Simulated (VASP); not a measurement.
Here is a VASP 6.6.1 calculation.

Contents of INCAR:

```
ALGO = Normal
EDIFF = 1E-6
ENCUT = 520
GGA = PE
ISIF = 2
ISMEAR = 0
LASPH = T
LCHARG = T
LELF = T
LREAL = Auto
LVHAR = T
LWAVE = F
NBANDS = 31
NELM = 60
PREC = Accurate
SIGMA = 0.15
```

File KPOINTS:

```
k-points
0
Gamma
  5 5 3
```

File POSCAR:

```
Be
1.0
   -2.2900000000     -3.9663960000      0.0000000000
    3.4350000000     -1.9831980000      0.0000000000
    0.0000000000      0.0000000000      7.1768600000
Be
17
Direct
    0.7901538521      0.5629427428      0.0112836254
    0.4514002045      0.1956819413      0.2831388657
    0.7506837225      0.4860639664      0.4967271202
    0.5288190354      0.3156327776      0.7724201113
    0.4976507044     -0.0384433441      0.0128099197
    0.1520543187      0.8980935633      0.1637844405
    0.5294576419     -0.0323606987      0.5262267900
    0.2478654106      0.8302517585      0.7662597571
    0.2696027720      0.4533529397      0.0187976357
    0.0162227698      0.3822140154      0.2569407791
    0.2741966883      0.4740199174      0.5248254808
    0.0083834821      0.3433191190      0.7434077020
   -0.0687563672      0.0764835281     -0.0288113465
    0.7907505839      0.8905228056      0.2610659815
    0.0559803989     -0.0035359204      0.4837194818
    0.7596055955      0.8267356081      0.7504362632
    0.4375059338      0.6754677113      0.2883730489
```

Potentials or basis: VASP PAW PBE potentials, release 64 (Be).

Run with:

```sh
$ cat potpaw_PBE.64/Be/POTCAR > POTCAR
$ mpirun -np 1 vasp_std > vasp.out
```

Problem. What does it give for the pressure?

Solution. 11.5 GPa.

Problem. Predict the band gap on the k mesh.

Solution. Zero (band 17 reaches 7.62 eV, above the bottom of band 18 at 6.65 eV).

Forces on the atoms (eV/Å):
```
Be   0.045 -0.163 -0.005
Be   0.090  0.127  0.066
Be  -0.026 -0.013 -0.007
Be  -0.049 -0.067  0.066
Be  -0.029 -0.032  0.009
Be   0.025  0.076 -0.248
Be  -0.013 -0.054  0.049
Be  -0.009  0.018  0.077
Be  -0.155  0.005  0.036
Be   0.025 -0.016  0.011
Be  -0.096 -0.021  0.100
Be  -0.017 -0.005 -0.042
Be   0.163  0.073 -0.100
Be   0.062  0.056 -0.015
Be  -0.138 -0.056 -0.102
Be  -0.024 -0.023 -0.033
Be   0.146  0.095  0.138
```
